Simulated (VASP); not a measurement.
Wanted: the native input for a VASP 6.6.1 run.

```yaml
Task: single point
Functional: PBE
Potentials_or_basis: VASP PAW PBE potentials, release 64 (Ti_sv, O)
Cutoff: 520 eV
k_mesh: 6 × 6 × 6
Occupations: gaussian, width 0.03 eV
Spin: no spin polarisation
Dipole_correction: no
Further_INCAR_settings: ALGO = Normal; EDIFF = 1e-06; NBANDS = 33
```

The structure of TiO2 lies in POSCAR:

```
TiO2
1.0
    4.5940000000      0.0000000000      0.0000000000
    0.0000000000      4.5940000000      0.0000000000
    0.0000000000      0.0000000000      2.9590000000
Ti O
2 4
Direct
    0.0000000000      0.0000000000      0.0000000000
    0.5000000000      0.5000000000      0.5000000000
    0.3048000000      0.3048000000      0.0000000000
    0.6952000000      0.6952000000      0.0000000000
    0.8048000000      0.1952000000      0.5000000000
    0.1952000000      0.8048000000      0.5000000000
```

One way to write it, as run:

INCAR

```
SYSTEM = TiO2
PREC     = Accurate       ! precision mode
ENCUT    = 520            ! plane-wave cutoff, eV
EDIFF    = 1E-6           ! SCF threshold, eV
ISMEAR   = 0              ! smearing method
SIGMA    = 0.03           ! smearing width, eV
LREAL    = .False.        ! projectors in reciprocal space
LASPH    = .True.         ! aspherical terms in the spheres
NELM     = 60             ! most SCF steps
ALGO     = Normal         ! electronic algorithm
ISIF     = 2              ! what is computed and relaxed
LWAVE    = .False.        ! write WAVECAR
LCHARG   = .True.         ! write CHGCAR
GGA      = PE             ! functional
LELF     = .True.         ! ELF
LVHAR    = .True.       
NBANDS   = 33             ! bands
```

KPOINTS

```
regular mesh
0
Gamma
  6 6 6
  0 0 0
```

Potentials or basis: VASP PAW PBE potentials, release 64 (Ti_sv, O).

Run with:

```sh
$ cat potpaw_PBE.64/Ti_sv/POTCAR potpaw_PBE.64/O/POTCAR > POTCAR
$ mpirun -np 1 vasp_std > vasp.out
```

Results of the run:

```yaml
Pressure: 5.6 GPa
Largest_force: 0.097 eV/Å
Band_gap_on_the_k_mesh: 1.86 eV, direct
```

It took 37 s on 1 thread of Intel(R) Xeon(R) 6975P-C (Granite Rapids) (shared host), peak memory 0.21 GiB.
